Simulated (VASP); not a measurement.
Runs of VASP 6.6.1 on Li2O. The structure is that of space group Fm-3m (No. 225), or close to it. The cells are those of the table. 

| cell | gap on the mesh (eV) | pressure (GPa) |
| --- | --- | --- |
| a = 3.338 Å, angles 60.0°, 3 atoms | 4.81 | (b) |
| a = 3.179 Å, angles 60.0°, 3 atoms | (a) | 7.9 |
| a = 3.233 Å, angles 60.0°, 3 atoms | 5.04 | 2.7 |
| a = 3.122 Å, angles 60.0°, 3 atoms | 5.23 | (c) |
| a = 3.286 Å, angles 60.0°, 3 atoms | 4.94 | -1.4 |

Alike in all rows: task single point; level PBE; potentials or basis VASP PAW PBE potentials, release 64 (Li_sv, O); no spin polarisation; k mesh 6 × 6 × 6; cutoff (eV) 750; smearing gaussian 0.01 eV.

Problem. Fill in the values left out.

Solution. (a) 5.13; (b) -4.7; (c) 14.5.

A k mesh can miss the band edges.
